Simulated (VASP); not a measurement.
Set up this calculation in VASP 6.6.1, as the native input.

```yaml
Task: single point
Functional: PBEsol
Potentials_or_basis: VASP PAW PBE potentials, release 64 (Mg, Zn, S)
Cutoff: 520 eV
k_mesh: 6 × 6 × 4
Occupations: gaussian, width 0.02 eV
Spin: no spin polarisation
Dipole_correction: no
Further_INCAR_settings: ALGO = Normal; EDIFF = 1e-06; NBANDS = 41
```

The structure of Mg5ZnS6 lies in POSCAR:

```
Mg5ZnS6
1.0
    6.9595102876      0.0000000000      0.0000000000
   -3.4797551438      6.0271127069      0.0000000000
    0.0000000000      0.0000000000      6.4698924053
Mg Zn S
5 1 6
Direct
    0.0000000000      0.6698284251      0.0024083011
    0.6698284251      0.0000000000      0.0024083011
    0.3301715749      0.3301715749      0.0024083011
    0.3333333333      0.6666666667      0.5029451717
    0.6666666667      0.3333333333      0.5029451717
    0.0000000000      0.0000000000      0.5042070683
    0.0000000000      0.6768882777      0.3846750577
    0.6768882777      0.0000000000      0.3846750577
    0.3231117223      0.3231117223      0.3846750577
    0.3333333333      0.6666666667      0.8842664075
    0.0000000000      0.0000000000      0.8701196370
    0.6666666667      0.3333333333      0.8842664075
```

The input as run:

INCAR

```
PREC = Accurate
ENCUT = 520
EDIFF = 1E-6
ISMEAR = 0
SIGMA = 0.02
LREAL = False
LASPH = True
NELM = 80
ALGO = Normal
ISIF = 2
LWAVE = False
LCHARG = False
GGA = PS
NBANDS = 41
```

KPOINTS

```
Automatic mesh
0
Gamma
  6 6 4
```

Potentials or basis: VASP PAW PBE potentials, release 64 (Mg, Zn, S).

Command:

```console
$ cat potpaw_PBE.64/Mg/POTCAR potpaw_PBE.64/Zn/POTCAR potpaw_PBE.64/S/POTCAR > POTCAR
$ mpirun -np 1 vasp_std > vasp.out
```

It gave:

```json
{
 "Pressure": "-1.7 GPa",
 "Largest force": "0.132 eV/Å",
 "Band gap on the k mesh": "2.98 eV"
}
```

Caveat: the PAW data sets were made with another functional, which shifts forces and pressure a little.

Run time: 3.4 min on 1 thread of Intel(R) Xeon(R) 6975P-C (Granite Rapids) (shared host), peak memory 0.5 GiB.
